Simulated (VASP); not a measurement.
Runs of VASP 6.6.1 on Ge. The structure is that of space group Fd-3m (No. 227), or close to it. The cells are those of the table. 

| task | level | cell | cutoff (eV) | gap on the mesh (eV) | pressure (GPa) |
| --- | --- | --- | --- | --- | --- |
| single point | PBE | a = 4.012 Å, angles 60.0°, 2 atoms | 520 | none | 2.9 |
| relaxation of cell and atoms | PBE | relaxed from a = 3.919 Å, angles 60.0°, 2 atoms | 600 | none | 0.0 |
| single point | r2SCAN | a = 4.012 Å, angles 60.0°, 2 atoms | 520 | 0.32 | 0.0 |
| single point | PBE | a = 4.074 Å, angles 60.0°, 2 atoms | 520 | none | (a) |

Alike in all rows: potentials or basis VASP PAW PBE potentials, release 64 (Ge_d); no spin polarisation; k mesh 8 × 8 × 8; smearing fermi-dirac 0.02 eV.

Question: Estimate the missing entries.

Answer: (a) -0.1.

Caveats: the PAW data sets were made with another functional, which shifts forces and pressure a little (some runs).

A k mesh can miss the band edges, and the runs leave out spin-orbit coupling on Ge.

A gap of «none» marks levels without a gap at the run's occupations.
